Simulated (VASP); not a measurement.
# HfH3 (R-3c) in VASP: further runs

HfH3 is run at these levels: PBEsol; tasks: single point, relaxation of cell and atoms.

All numbers are computed with VASP 6.6.1; they aren't measurements. Logs are shortened: lines on timing, memory, paths and dates and some standing lists are left out, and cuts for length are marked.

### 1 The cell of the first run

The structure is trigonal, space group R-3c (No. 167). Conventional cell: a = 3.868 Å, b = 3.868 Å, c = 15.422 Å, α = 90.00°, β = 90.00°, γ = 120.00°. Hf (site symmetry -3) has 6 H at 1.93 Å within 2.6 Å. H (site symmetry 2) has 6 H at 1.79 to 2.49 Å and 2 Hf at 1.93 Å within 2.5 Å.

### 2 Single point, PBEsol

File INCAR:

```
PREC = Accurate
ENCUT = 520
EDIFF = 1E-7
ISMEAR = 0
SIGMA = 0.0868
LREAL = False
LASPH = True
NELM = 100
ALGO = Normal
ISIF = 2
LWAVE = False
LCHARG = False
GGA = PS
NBANDS = 23
```

File KPOINTS:

```
Automatic mesh
0
Gamma
  5 5 5
```

File POSCAR:

```
HfH3
1.0
    1.9340275835      3.3498340379     -0.0000001335
   -1.9340275835      3.3498340379     -0.0000001335
    0.0000000000     -2.2332224871      5.1407810360
Hf H
2 6
Direct
    0.0000000000      0.0000000000      0.0000000000
    0.5000000000      0.5000000000      0.5000000000
    0.9833993548      0.5166006452      0.7500000000
    0.2500000000      0.9833993548      0.7500000000
    0.5166006452      0.2500000000      0.7500000000
    0.0166006452      0.4833993548      0.2500000000
    0.7500000000      0.0166006452      0.2500000000
    0.4833993548      0.7500000000      0.2500000000
```

Potentials or basis: VASP PAW PBE potentials, release 64 (Hf_pv, H).

Run with:

```
> cat potpaw_PBE.64/Hf_pv/POTCAR potpaw_PBE.64/H/POTCAR > POTCAR
> mpirun -np 1 vasp_std > vasp.out
```

OUTCAR:

```text
PREC = Accurate
   ENCUT = 520
   EDIFF = 1E-7
   ISMEAR = 0
   LREAL = False
   LASPH = True
   NELM = 100
   ISIF = 2
   GGA = PS

 ion  position               nearest neighbor table
   1  0.000  0.000  0.000-   5 1.93   8 1.93   6 1.93   3 1.93   7 1.93   4 1.93   2 3.41   2 3.41
                             2 3.41   2 3.41   2 3.41   2 3.41
   2  0.500  0.500  0.500-   4 1.93   7 1.93   6 1.93   3 1.93   5 1.93   8 1.93   1 3.41   1 3.41
                             1 3.41   1 3.41   1 3.41   1 3.41
   3  0.983  0.517  0.750-   1 1.93   2 1.93
   4  0.250  0.983  0.750-   2 1.93   1 1.93
   5  0.517  0.250  0.750-   1 1.93   2 1.93
   6  0.017  0.483  0.250-   1 1.93   2 1.93
   7  0.750  0.017  0.250-   2 1.93   1 1.93
   8  0.483  0.750  0.250-   1 1.93   2 1.93

  LATTYP: Found a trigonal (rhomboedric) cell.
 ALAT       =     5.6049007428
 COS(alpha) =     0.7618670615

  Lattice vectors:

 A1 = (  -1.9340275835,   1.1166115508,   5.1407809025)
 A2 = (   0.0000000000,  -2.2332224871,   5.1407810360)
 A3 = (   1.9340275835,   1.1166115508,   5.1407809025)

Analysis of symmetry for initial positions (statically):
=====================================================================
 Subroutine PRICEL returns:
 Original cell was already a primitive cell.

 Routine SETGRP: Setting up the symmetry group for a
 trigonal (rhombohedral) supercell.

 Subroutine GETGRP returns: Found 12 space group operations
 (whereof  6 operations were pure point group operations)
 out of a pool of 12 trial point group operations.

The static configuration has the point symmetry S_6 .
 The point group associated with its full space group is D_3d.

Analysis of symmetry for dynamics (positions and initial velocities):
=====================================================================
 Subroutine PRICEL returns:
 Original cell was already a primitive cell.

 Routine SETGRP: Setting up the symmetry group for a
 trigonal (rhombohedral) supercell.

 Subroutine GETGRP returns: Found 12 space group operations
 (whereof  6 operations were pure point group operations)
 out of a pool of 12 trial point group operations.

The dynamic configuration has the point symmetry S_6 .
 The point group associated with its full space group is D_3d.

[... 105 lines left out ...]
   LREAL  =      F    real-space projection
   EDIFFG = 0.1E-05   stopping-criterion for IOM
   NSW    =      0    number of steps for IOM
   IBRION =     -1    ionic relax: 0-MD 1-quasi-New 2-CG
   NFREE  =      0    steps in history (QN), initial steepest desc. (CG)
   ISIF   =      2    stress and relaxation
   ISYM   =      2    0-nonsym 1-usesym 2-fastsym
   POTIM  = 0.5000    time-step for ionic-motion
   TEBEG  =    0.0;   TEEND  =   0.0 temperature during run
   PSTRESS=    0.0 pullay stress
   NELECT =      26.0000    total number of electrons
   NUPDOWN=      -1.0000    fix difference up-down
   EMIN   =  10.00;   EMAX   =-10.00  energy-range for DOS
   EFERMI =   0.00;   METHOD = LEGACY
   ISMEAR =     0;   SIGMA  =   0.09  broadening in eV -4-tet -1-fermi 0-gaus
   EFERMI_NEDOS =   21; number of points for ismear=-14 and -15
   IALGO  =     38    algorithm
   IMIX   =      4    mixing-type and parameters
     AMIX     =   0.40;   BMIX     =  1.00
     AMIX_MAG =   1.60;   BMIX_MAG =  1.00
  volume/ion in A,a.u.               =       8.33        56.19
  Fermi-wavevector in a.u.,A,eV,Ry     =   1.196422  2.260909 19.475716  1.431425
  Thomas-Fermi vector in A             =   2.332362
   LORBIT       =      0    0 simple, 1 ext, 2 COOP (PROOUT), +10 PAW based schemes
   GGA     = PS    functional components
   LHFCALC =     F    Hartree Fock is set to
   AEXX    =    0.0000 exact exchange contribution
   IVDW    =     0    specifies the selected vdW correction
   LEPSILON=     F    determine dielectric tensor
   LRPA    =     F    only Hartree local field effects (RPA)
 non-spin polarized calculation
 Gauss-broadening in eV      SIGMA  =   0.09
  energy-cutoff  :      520.00
  volume of cell :       66.61
 maximum number of plane-waves:      1805
 NGX is ok and might be reduce to    30
   NGX = 15   NGY = 15   NGZ = 21

 number of electron      26.0000004 magnetization

 Free energy of the ion-electron system (eV)
  ---------------------------------------------------
  ext. energy  EPLUGINS =         0.00000000
  ---------------------------------------------------
  free energy    TOTEN  =       -41.32093231 eV

  energy without entropy =      -41.30538805  energy(sigma->0) =      -41.31316018

 E-fermi :   3.5674     XC(G=0): -10.8263

 val. band max:        3.5657691530   @ k =  -0.4000   0.2000   0.2000
 cond. band min:       3.5994003888   @ k =   0.4000  -0.0000   0.2000
 fundamental gap:      0.0336312358
 Fermi energy:         3.5673571211

 k-point     1 :       0.0000    0.0000    0.0000
  band No.  band energies     occupation
      1     -27.5577      2.00000
      2     -27.5393      2.00000
      3     -27.5393      2.00000
      4     -27.4401      2.00000
      5     -27.4401      2.00000
      6     -27.1457      2.00000
[... 483 lines left out ...]
     22      10.5444      0.00000
     23      11.6813      0.00000

------------------------ aborting loop because EDIFF is reached ----------------------------------------

  FORCE on cell =-STRESS in cart. coord.  units (eV):
  Direction    XX          YY          ZZ          XY          YZ          ZX
  --------------------------------------------------------------------------------------
  -------------------------------------------------------------------------------------
  Total       -0.1763969     -0.1763969     -0.1891671      0.0000000     -0.0000000      0.0000000
  in kB       -4.2428383     -4.2428383     -4.5499980      0.0000000     -0.0000000      0.0000000
  external PRESSURE =      -4.3452249 kB  Pullay stress =       0.0000000 kB

 VOLUME and BASIS-vectors are now :
 -----------------------------------------------------------------------------
  energy-cutoff  :      520.00
  volume of cell :       66.61
      direct lattice vectors                 reciprocal lattice vectors
     1.934027584  3.349834038 -0.000000133     0.258527854  0.149261128  0.064840985
    -1.934027584  3.349834038 -0.000000133    -0.258527854  0.149261128  0.064840985
     0.000000000 -2.233222487  5.140781036     0.000000000  0.000000008  0.194522974

 POSITION                                       TOTAL-FORCE (eV/Angst)
 -----------------------------------------------------------------------------------
      0.00000      0.00000      0.00000        -0.000000      0.000000     -0.000000
      0.00000      2.23322      2.57039        -0.000000     -0.000000     -0.000000
      0.90280      3.34983      3.85559         0.002368      0.000000      0.000000
     -1.41841      2.45677      3.85559        -0.001184      0.002051     -0.000000
      0.51561      0.89307      3.85559        -0.001184     -0.002051      0.000000
     -0.90280      1.11661      1.28520        -0.002368      0.000000     -0.000000
      1.41841      2.00968      1.28520         0.001184     -0.002051      0.000000
     -0.51561      3.57338      1.28520         0.001184      0.002051     -0.000000
 -----------------------------------------------------------------------------------
    total drift:                                0.000000      0.000000      0.000000

  FREE ENERGIE OF THE ION-ELECTRON SYSTEM (eV)
  ---------------------------------------------------
  free  energy   TOTEN  =       -41.3209323147 eV

  energy  without entropy=      -41.3053880516  energy(sigma->0) =      -41.31316018
```

OSZICAR:

```text
N       E                     dE             d eps       ncg     rms          rms(c)
DAV:   1     0.655825909038E+02    0.65583E+02   -0.13334E+04   874   0.104E+03
DAV:   2    -0.405830035889E+02   -0.10617E+03   -0.10202E+03  1065   0.249E+02
DAV:   3    -0.447491742242E+02   -0.41662E+01   -0.41194E+01  1136   0.353E+01
DAV:   4    -0.447853482554E+02   -0.36174E-01   -0.36163E-01  1001   0.382E+00
DAV:   5    -0.447857274975E+02   -0.37924E-03   -0.37924E-03  1182   0.358E-01    0.734E+01
DAV:   6    -0.418777131601E+02    0.29080E+01   -0.35747E+00   979   0.879E+00    0.470E+01
DAV:   7    -0.415541493767E+02    0.32356E+00   -0.48633E+00  1035   0.999E+00    0.621E+00
DAV:   8    -0.413442298882E+02    0.20992E+00   -0.15467E+00   972   0.575E+00    0.131E+00
DAV:   9    -0.413213293527E+02    0.22901E-01   -0.92818E-02   965   0.166E+00    0.994E-01
DAV:  10    -0.413209378221E+02    0.39153E-03   -0.83751E-03  1043   0.435E-01    0.894E-01
DAV:  11    -0.413209345945E+02    0.32276E-05   -0.24202E-04  1057   0.859E-02    0.113E-01
DAV:  12    -0.413209346991E+02   -0.10461E-06   -0.47855E-06  1133   0.115E-02    0.174E-01
DAV:  13    -0.413209326614E+02    0.20377E-05   -0.13673E-05  1021   0.204E-02    0.247E-02
DAV:  14    -0.413209324780E+02    0.18334E-06   -0.94616E-07  1035   0.593E-03    0.596E-03
DAV:  15    -0.413209323462E+02    0.13186E-06   -0.32522E-08   570   0.112E-03    0.685E-04
DAV:  16    -0.413209323147E+02    0.31496E-07   -0.19984E-08   521   0.863E-04
   1 F= -.41320932E+02 E0= -.41313160E+02  d E =-.155443E-01
```

It took 50 s on 1 thread of AMD EPYC 7R13, shared host; peak memory 0.16 GiB.

Results:

* Free energy: -41.3209 eV
* Pressure: -0.4 GPa
* Band gap on the k mesh: zero (bands 13 and 14 overlap by 0.51 eV)

Forces on the atoms (eV/Å):
```
Hf   0.000  0.000  0.000
Hf   0.000  0.000  0.000
H    0.002  0.000  0.000
H   -0.001  0.002  0.000
H   -0.001 -0.002  0.000
H   -0.002  0.000  0.000
H    0.001 -0.002  0.000
H    0.001  0.002  0.000
```

Caveat: the k points lie up to 0.38 Å⁻¹ apart, too coarse for converged energies and pressures of a metal; the PAW data sets were made with another functional, which shifts forces and pressure a little; spin-orbit coupling is left out, which moves the levels of the heavy elements.

(Continued in part 2 of 2.)
